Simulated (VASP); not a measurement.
# CdSe (Cadmoselite) (P6_3mc) in VASP: a series of runs, part 2 of 2

VASP 6.6.1.

### 3 Single point, LDA (in-plane strain -0.01, then relaxed in part)

INCAR reads:

```
SYSTEM = CdSe
PREC = Accurate ; ENCUT = 520
EDIFF = 1E-7 ; ISMEAR = 0
SIGMA = 0.01 ; LREAL = .False.
LASPH = .True. ; NELM = 80
ALGO = Normal ; ISIF = 2
LWAVE = .False. ; LCHARG = .False.
GGA = CA ; NBANDS = 26
```

KPOINTS reads:

```
regular mesh
0
Gamma
  6 6 4
  0 0 0
```

POSCAR reads:

```
CdSe
1.0
    4.2046117271      0.0000000000      0.0000000000
   -2.1023058636      3.6413005687      0.0000000000
    0.0000000000      0.0000000000      7.0070340195
Cd Se
2 2
Direct
    0.3333333333      0.6666666667      0.0070562762
    0.6666666667      0.3333333333      0.5070562762
    0.3333333333      0.6666666667      0.3779437238
    0.6666666667      0.3333333333      0.8779437238
```

Potentials or basis: VASP PAW LDA potentials, release 64 (Cd, Se).

Run with:

```sh
$ cat potpaw_LDA.64/Cd/POTCAR potpaw_LDA.64/Se/POTCAR > POTCAR
$ mpirun -np 1 vasp_std > vasp.out
```

OUTCAR:

```text
SYSTEM = CdSe
   PREC = Accurate
   ENCUT = 520
   EDIFF = 1E-7
   ISMEAR = 0
   LREAL = .False.
   LASPH = .True.
   NELM = 80
   ISIF = 2
   GGA = CA

 ion  position               nearest neighbor table
   1  0.333  0.667  0.007-   4 2.59   4 2.59   4 2.59   3 2.60
   2  0.667  0.333  0.507-   3 2.59   3 2.59   3 2.59   4 2.60
   3  0.333  0.667  0.378-   2 2.59   2 2.59   2 2.59   1 2.60
   4  0.667  0.333  0.878-   1 2.59   1 2.59   1 2.59   2 2.60

  LATTYP: Found a hexagonal cell.
 ALAT       =     4.2046117271
 C/A-ratio  =     1.6665115531

  Lattice vectors:

 A1 = (   4.2046117271,   0.0000000000,   0.0000000000)
 A2 = (  -2.1023058636,   3.6413005687,   0.0000000000)
 A3 = (   0.0000000000,   0.0000000000,   7.0070340195)

Analysis of symmetry for initial positions (statically):
=====================================================================
 Subroutine PRICEL returns:
 Original cell was already a primitive cell.

 Routine SETGRP: Setting up the symmetry group for a
 hexagonal supercell.

 Subroutine GETGRP returns: Found 12 space group operations
 (whereof  6 operations were pure point group operations)
 out of a pool of 24 trial point group operations.

The static configuration has the point symmetry C_3v.
 The point group associated with its full space group is C_6v.

Analysis of symmetry for dynamics (positions and initial velocities):
=====================================================================
 Subroutine PRICEL returns:
 Original cell was already a primitive cell.

 Routine SETGRP: Setting up the symmetry group for a
 hexagonal supercell.

 Subroutine GETGRP returns: Found 12 space group operations
 (whereof  6 operations were pure point group operations)
 out of a pool of 24 trial point group operations.

The dynamic configuration has the point symmetry C_3v.
 The point group associated with its full space group is C_6v.

 Subroutine INISYM returns: Found 12 space group operations
[... 116 lines left out ...]
     AMIX     =   0.40;   BMIX     =  1.00
     AMIX_MAG =   1.60;   BMIX_MAG =  1.00
  volume/ion in A,a.u.               =      26.82       180.99
  Fermi-wavevector in a.u.,A,eV,Ry     =   1.137636  2.149821 17.608883  1.294216
  Thomas-Fermi vector in A             =   2.274341
   LORBIT       =      0    0 simple, 1 ext, 2 COOP (PROOUT), +10 PAW based schemes
   GGA     = CA    functional components
   LHFCALC =     F    Hartree Fock is set to
   AEXX    =    0.0000 exact exchange contribution
   IVDW    =     0    specifies the selected vdW correction
   LEPSILON=     F    determine dielectric tensor
   LRPA    =     F    only Hartree local field effects (RPA)
 non-spin polarized calculation
 Gauss-broadening in eV      SIGMA  =   0.01
  energy-cutoff  :      520.00
  volume of cell :      107.28
 maximum number of plane-waves:      2904
 NGX is ok and might be reduce to    32
   NGX = 15   NGY = 15   NGZ = 27

 number of electron      36.0000005 magnetization

 Free energy of the ion-electron system (eV)
  ---------------------------------------------------
  ext. energy  EPLUGINS =         0.00000000
  ---------------------------------------------------
  free energy    TOTEN  =       -13.50265715 eV

  energy without entropy =      -13.50265715  energy(sigma->0) =      -13.50265715

 E-fermi :   1.3176     XC(G=0):  -9.4981

 val. band max:        1.2535399415   @ k =   0.0000   0.0000   0.0000
 cond. band min:       1.7259110897   @ k =   0.0000   0.0000   0.0000
 fundamental gap:      0.4723711482
 Fermi energy:         1.3176209910

 k-point     1 :       0.0000    0.0000    0.0000
  band No.  band energies     occupation
      1     -11.7128      2.00000
      2     -11.2954      2.00000
      3      -6.9184      2.00000
      4      -6.8938      2.00000
      5      -6.8938      2.00000
      6      -6.8150      2.00000
[... 598 lines left out ...]
     25      10.0021      0.00000
     26      10.0021      0.00000

------------------------ aborting loop because EDIFF is reached ----------------------------------------

  FORCE on cell =-STRESS in cart. coord.  units (eV):
  Direction    XX          YY          ZZ          XY          YZ          ZX
  --------------------------------------------------------------------------------------
  -------------------------------------------------------------------------------------
  Total        0.9738396      0.9738396      0.3295337     -0.0000000     -0.0000000      0.0000000
  in kB       14.5439155     14.5439155      4.9214576     -0.0000000     -0.0000000      0.0000000
  external PRESSURE =      11.3364296 kB  Pullay stress =       0.0000000 kB

 VOLUME and BASIS-vectors are now :
 -----------------------------------------------------------------------------
  energy-cutoff  :      520.00
  volume of cell :      107.28
      direct lattice vectors                 reciprocal lattice vectors
     4.204611727  0.000000000  0.000000000     0.237834089  0.137313575  0.000000000
    -2.102305864  3.641300569  0.000000000     0.000000000  0.274627151  0.000000000
     0.000000000  0.000000000  7.007034019     0.000000000  0.000000000  0.142713736

 POSITION                                       TOTAL-FORCE (eV/Angst)
 -----------------------------------------------------------------------------------
     -0.00000      2.42753      0.04944         0.000000     -0.000000      0.004283
      2.10231      1.21377      3.55296        -0.000000      0.000000      0.004283
     -0.00000      2.42753      2.64826         0.000000     -0.000000     -0.004283
      2.10231      1.21377      6.15178        -0.000000     -0.000000     -0.004283
 -----------------------------------------------------------------------------------
    total drift:                               -0.000000      0.000000     -0.000254

  FREE ENERGIE OF THE ION-ELECTRON SYSTEM (eV)
  ---------------------------------------------------
  free  energy   TOTEN  =       -13.5026571507 eV

  energy  without entropy=      -13.5026571507  energy(sigma->0) =      -13.50265715
```

OSZICAR:

```text
N       E                     dE             d eps       ncg     rms          rms(c)
DAV:   1     0.242546624193E+03    0.24255E+03   -0.17117E+04  1092   0.125E+03
DAV:   2    -0.109224763188E+01   -0.24364E+03   -0.23572E+03  1178   0.314E+02
DAV:   3    -0.141371003075E+02   -0.13045E+02   -0.12967E+02  1304   0.734E+01
DAV:   4    -0.142490519580E+02   -0.11195E+00   -0.11181E+00  1210   0.630E+00
DAV:   5    -0.142497172109E+02   -0.66525E-03   -0.66522E-03  1232   0.468E-01    0.978E+00
DAV:   6    -0.135582451536E+02    0.69147E+00   -0.11842E+00  1416   0.116E+01    0.748E+00
DAV:   7    -0.135121377145E+02    0.46107E-01   -0.50233E-01  1176   0.377E+00    0.246E+00
DAV:   8    -0.135033526788E+02    0.87850E-02   -0.67418E-02  1142   0.263E+00    0.386E-01
DAV:   9    -0.135027453183E+02    0.60736E-03   -0.79946E-03  1176   0.105E+00    0.110E-01
DAV:  10    -0.135026456998E+02    0.99618E-04   -0.59528E-04  1216   0.288E-01    0.458E-02
DAV:  11    -0.135026584665E+02   -0.12767E-04   -0.75497E-05  1122   0.600E-02    0.126E-02
DAV:  12    -0.135026575072E+02    0.95937E-06   -0.17803E-05  1220   0.484E-02    0.920E-03
DAV:  13    -0.135026571202E+02    0.38694E-06   -0.24520E-06  1160   0.190E-02    0.836E-04
DAV:  14    -0.135026571507E+02   -0.30523E-07   -0.20719E-07   952   0.294E-03
   1 F= -.13502657E+02 E0= -.13502657E+02  d E =-.114881E-21
```

It took 20 s on 1 thread of Intel Xeon 6975P-C (Granite Rapids), shared host; peak memory 0.21 GiB.

What came out:

```
Free energy            : -13.5027 eV
Pressure               : 1.1 GPa
Largest force          : 0.004 eV/Å
Band gap on the k mesh : 0.47 eV, direct
```

Forces on the atoms (eV/Å):
```
Cd   0.000  0.000  0.004
Cd   0.000  0.000  0.004
Se   0.000  0.000 -0.004
Se   0.000  0.000 -0.004
```

Stress tensor (GPa, compression positive):
```
1.45 0.00 0.00
0.00 1.45 0.00
0.00 0.00 0.49
```

Levels at points of the mesh, in eV from the valence-band top:
| k point | band 16 | band 17 | band 18 | band 19 | band 20 | band 21 |
| --- | --- | --- | --- | --- | --- | --- |
| (0.00, 0.00, 0.00) | -0.16 | 0.00 | 0.00 | 0.47 | 2.18 | 5.77 |
| (0.50, 0.00, 0.00) | -2.03 | -1.58 | -0.84 | 3.07 | 3.20 | 4.46 |
| (0.00, 0.00, 0.50) | -0.43 | -0.43 | -0.43 | 2.29 | 2.29 | 5.67 |
| (0.50, 0.00, 0.50) | -1.63 | -1.48 | -1.48 | 2.67 | 2.67 | 4.70 |

Caveat: the cell differs from its parent crystal (in-plane strain -0.01, then relaxed in part).

### 4 Single point, LDA (in-plane strain -0.01)

INCAR reads:

```
SYSTEM = CdSe
PREC = Accurate
ENCUT = 520
EDIFF = 1E-6
ISMEAR = 0
SIGMA = 0.01
LREAL = .False.
LASPH = .True.
NELM = 60
ALGO = Normal
ISIF = 2
LWAVE = .False.
LCHARG = .False.
NBANDS = 26
```

KPOINTS reads:

```
Automatic mesh
0
Gamma
  6 6 4
  0 0 0
```

POSCAR reads:

```
CdSe
1.0
    4.2046117271      0.0000000000      0.0000000000
   -2.1023058636      3.6413005687      0.0000000000
    0.0000000000      0.0000000000      6.9836552615
Cd Se
2 2
Direct
    0.3333333333      0.6666666667      0.0048579434
    0.6666666667      0.3333333333      0.5048579434
    0.3333333333      0.6666666667      0.3801420566
    0.6666666667      0.3333333333      0.8801420566
```

Run with:

```sh
$ cat potpaw_LDA.64/Cd/POTCAR potpaw_LDA.64/Se/POTCAR > POTCAR
$ mpirun -np 1 vasp_std > vasp.out
```

Wall time 21 s (1 thread of Intel Xeon 6975P-C (Granite Rapids), shared host); peak memory 0.21 GiB.

Results (log left out):

* Free energy: -13.4973 eV
* Pressure: 1.4 GPa
* Largest force: 0.142 eV/Å
* Band gap on the k mesh: 0.50 eV, direct

Forces in eV/Å, atoms in the order of the input:
```
Cd   0.000  0.000  0.142
Cd   0.000  0.000  0.142
Se   0.000  0.000 -0.142
Se   0.000  0.000 -0.142
```

Stress tensor (GPa, compression positive):
```
2.00 0.00 0.00
0.00 2.00 0.00
0.00 0.00 0.22
```

Levels at points of the mesh, in eV from the valence-band top:
| k point | band 15 | band 16 | band 17 | band 18 | band 19 | band 20 | band 21 | band 22 |
| --- | --- | --- | --- | --- | --- | --- | --- | --- |
| (0.00, 0.00, 0.00) | -0.81 | -0.12 | 0.00 | 0.00 | 0.50 | 2.13 | 5.77 | 5.77 |
| (0.50, 0.00, 0.00) | -2.97 | -2.05 | -1.54 | -0.88 | 3.09 | 3.18 | 4.50 | 6.02 |
| (0.00, 0.00, 0.50) | -0.43 | -0.43 | -0.43 | -0.43 | 2.28 | 2.28 | 5.68 | 5.68 |
| (0.50, 0.00, 0.50) | -1.59 | -1.59 | -1.51 | -1.51 | 2.70 | 2.70 | 4.67 | 4.67 |

Caveat: the cell differs from its parent crystal (in-plane strain -0.01).

### 5 The runs side by side

| cell | gap on the mesh (eV) | pressure (GPa) | largest force (eV/Å) |
| --- | --- | --- | --- |
| a = 4.162, b = 4.162, c = 7.070 Å, angles 90.0, 90.0, 120.0°, 4 atoms | 0.44 | 1.8 | 0.01 |
| a = 4.205, b = 4.205, c = 7.007 Å, angles 90.0, 90.0, 120.0°, 4 atoms | 0.47 | 1.1 | - |
| a = 4.205, b = 4.205, c = 6.984 Å, angles 90.0, 90.0, 120.0°, 4 atoms | 0.50 | 1.4 | 0.14 |

Alike in all rows: task single point; level LDA; potentials or basis VASP PAW LDA potentials, release 64 (Cd, Se); no spin polarisation; k mesh 6 × 6 × 4; cutoff (eV) 520; smearing gaussian 0.01 eV.

Absolute energies hang on the potentials; compare differences alone.
